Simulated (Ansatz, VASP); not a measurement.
## Pb: VASP beside Ansatz

INCAR

```
ALGO = Fast ; EDIFF = 1E-6
ENCUT = 520 ; GGA = PE
ISIF = 2 ; ISMEAR = -1
LASPH = True ; LCHARG = False
LREAL = False ; LWAVE = False
NBANDS = 36 ; NELM = 100
PREC = Accurate ; SIGMA = 0.05
```

Contents of KPOINTS:

```
k-points
0
Gamma
  9 9 3
```

The input POSCAR:

```
Pb
1.0
    3.4524201150      0.0000000000      0.0000000000
   -1.7262100576      2.9898835242      0.0000000000
    0.0000000000      0.0000000000     11.2605791934
Pb
4
Direct
    0.6666666667      0.3333333333      0.7500000000
    0.0000000000      0.0000000000      0.5000000000
    0.3333333333      0.6666666667      0.2500000000
    0.0000000000      0.0000000000      0.0000000000
```

The input input.yaml:

```yaml
crystal:
  lattice:
    - [3.452420115, 0.0, 0.0]
    - [-1.7262100576, 2.9898835242, 0.0]
    - [0.0, 0.0, 11.2605791934]
  atoms:
    - { symbol: Pb, position: [0.6666666667, 0.3333333333, 0.75] }
    - { symbol: Pb, position: [0.0, 0.0, 0.5] }
    - { symbol: Pb, position: [0.3333333333, 0.6666666667, 0.25] }
    - { symbol: Pb, position: [0.0, 0.0, 0.0] }
hamiltonian:
  xc: pbe
  pseudopotentials: { kind: paw }
kpoints:
  mp_grid: { grid: [9, 9, 3] }
scf:
  occupations: { method: fermi_dirac, width: 0.05 }
output:
  forces: true
  stress: true
  eigenvalues: true
```

Alike in both runs: task single point; functional PBE; k mesh 9 × 9 × 3; occupations fermi-dirac, width 0.05 eV; no spin polarisation.

|  | VASP | Ansatz |
| --- | --- | --- |
| version | VASP 6.6.1 | Ansatz 0.2.0 |
| potentials or method | VASP PAW PBE potentials, release 64 (Pb_d) | Ansatz PAW |
| plane-wave cutoff (eV) | 520 | 420 |
| valence electrons in the cell | 56 | 56 |

|  | VASP | Ansatz | Ansatz less VASP |
| --- | --- | --- | --- |
| gap on the k mesh at the Fermi level (eV) | none | none | - |
| pressure (GPa) | 4.5 | 4.6 | +0.04 |
| traceless stress, the component that is largest in VASP (GPa) | 0.42 | 0.42 | +0.003 |

A gap of «none» marks a metal or a gap that the smearing closes.

Spin-orbit coupling is off throughout.
